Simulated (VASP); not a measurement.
A run of VASP 6.6.1 is set up as follows.

The input INCAR:

```
SYSTEM = Rb3LuBe2
PREC     = Accurate       ! precision mode
ENCUT    = 520            ! plane-wave cutoff, eV
EDIFF    = 1E-6           ! SCF threshold, eV
ISMEAR   = 0              ! smearing method
SIGMA    = 0.1            ! smearing width, eV
LREAL    = .False.        ! projectors in reciprocal space
LASPH    = .True.         ! aspherical terms in the spheres
NELM     = 80             ! most SCF steps
ALGO     = Normal         ! electronic algorithm
ISIF     = 2              ! what is computed and relaxed
LWAVE    = .False.        ! write WAVECAR
LCHARG   = .False.        ! write CHGCAR
GGA      = PE             ! functional
NBANDS   = 37             ! bands
```

KPOINTS

```
Automatic mesh
0
Gamma
  3 3 3
  0 0 0
```

POSCAR

```
Rb3LuBe2
1.0
    3.1756695600      1.8334736800      4.4825443000
   -3.1756695600      1.8334736800      4.4825443000
    0.0000000000     -3.6669473500      4.4825443000
Rb Lu Be
3 1 2
Direct
    0.0000000000      0.0000000000      0.5000000000
    0.5000000000      0.0000000000      0.0000000000
    0.0000000000      0.5000000000      0.0000000000
    0.0000000000      0.0000000000      0.0000000000
    0.6289687200      0.6289687200      0.6289687200
    0.3710312800      0.3710312800      0.3710312800
```

Potentials or basis: VASP PAW PBE potentials, release 64 (Rb_sv, Lu, Be).

Launch:

```sh
$ cat potpaw_PBE.64/Rb_sv/POTCAR potpaw_PBE.64/Lu/POTCAR potpaw_PBE.64/Be/POTCAR > POTCAR
$ mpirun -np 1 vasp_std > vasp.out
```

Problem. What does it give for the band gap on the k mesh?

Solution. Zero (band 28 reaches 2.74 eV, above the bottom of band 29 at 2.38 eV).

Problem. Predict the largest force.

Solution. 0.498 eV/Å.

Forces on the atoms (eV/Å):
```
Rb   0.000  0.000  0.000
Rb   0.000  0.000  0.000
Rb   0.000  0.000  0.000
Lu   0.000  0.000  0.000
Be   0.000  0.000 -0.498
Be   0.000  0.000  0.498
```

Caveat: the k points lie up to 0.41 Å⁻¹ apart; spin-orbit coupling is left out, which moves the levels of the heavy elements.
